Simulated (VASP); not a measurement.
Write the native input for VASP 6.6.1 that does the following.

| Item | Value |
| --- | --- |
| Task | single point |
| Functional | PBEsol |
| Potentials or basis | VASP PAW PBE potentials, release 64 (Zr_sv) |
| Cutoff | 520 eV |
| k mesh | 10 × 10 × 14 |
| Occupations | gaussian, width 0.1 eV |
| Spin | no spin polarisation |
| Dipole correction | no |
| Further INCAR settings | ALGO = Fast; EDIFF = 1e-07; NBANDS = 32 |

The structure of Zr lies in POSCAR:

```
Zr
1.0
    2.6543474814     -5.3756012506      0.0000000000
    2.6543474814      5.3756012506      0.0000000000
    0.0000000000      0.0000000000      3.1635864788
Zr
4
Direct
    0.1341495653      0.8658504347      0.0000000000
    0.6341495653      0.3658504347      0.5000000000
    0.8658504347      0.1341495653      1.0000000000
    0.3658504347      0.6341495653      0.5000000000
```

One way to write it, as run:

INCAR

```
PREC = Accurate
ENCUT = 520
EDIFF = 1E-7
ISMEAR = 0
SIGMA = 0.1
LREAL = F
LASPH = T
NELM = 100
ALGO = Fast
ISIF = 2
LWAVE = F
LCHARG = F
GGA = PS
NBANDS = 32
```

KPOINTS

```
Automatic mesh
0
Gamma
  10 10 14
```

Potentials or basis: VASP PAW PBE potentials, release 64 (Zr_sv).

The run is started by

```console
$ cat potpaw_PBE.64/Zr_sv/POTCAR > POTCAR
$ mpirun -np 1 vasp_std > vasp.out
```

It gave:

- Pressure: 0.1 GPa
- Band gap on the k mesh: zero (bands 24 and 25 overlap by 1.41 eV)

Caveat: the PAW data sets were made with another functional, which shifts forces and pressure a little.

Run time: 26 min on 1 thread of Oxide Virtual Turin-like Processor, with other jobs on the host, peak memory 0.57 GiB.
